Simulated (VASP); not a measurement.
Hf, 2 atoms in the cell. The structure is hexagonal, space group P6_3/mmc (No. 194). The conventional cell has a = 3.245 Å, b = 3.245 Å, c = 5.210 Å, α = 90.00°, β = 90.00°, γ = 120.00°. Within 4.2 Å of Hf (site symmetry -6m2) lie 12 Hf at 3.21 to 3.24 Å.  This cell differs from its parent crystal: strain +0.015 along x and y, +0.030 along z.

* Program: VASP 6.6.1
* Task: single point
* Functional: PBE
* Potentials or basis: VASP PAW PBE potentials, release 64 (Hf_pv)
* Cutoff: 520 eV
* k mesh: 18 × 18 × 10
* Occupations: gaussian, width 0.15 eV
* Spin: no spin polarisation
* Dipole correction: no
* Further INCAR settings: ALGO = Fast; EDIFF = 1e-06; NBANDS = 17

Potentials or basis: VASP PAW PBE potentials, release 64 (Hf_pv).

Launch:

```bash
$ cat potpaw_PBE.64/Hf_pv/POTCAR > POTCAR
$ mpirun -np 1 vasp_std > vasp.out
```

Hardware: 1 thread of Intel(R) Xeon(R) 6975P-C (Granite Rapids), with other jobs on the host.

Problem. Estimate the wall time of this run.

Solution. It took 57 s on 1 thread of Intel(R) Xeon(R) 6975P-C (Granite Rapids) (shared host), peak memory 0.26 GiB. Counts: scf iterations 14, k points 222.
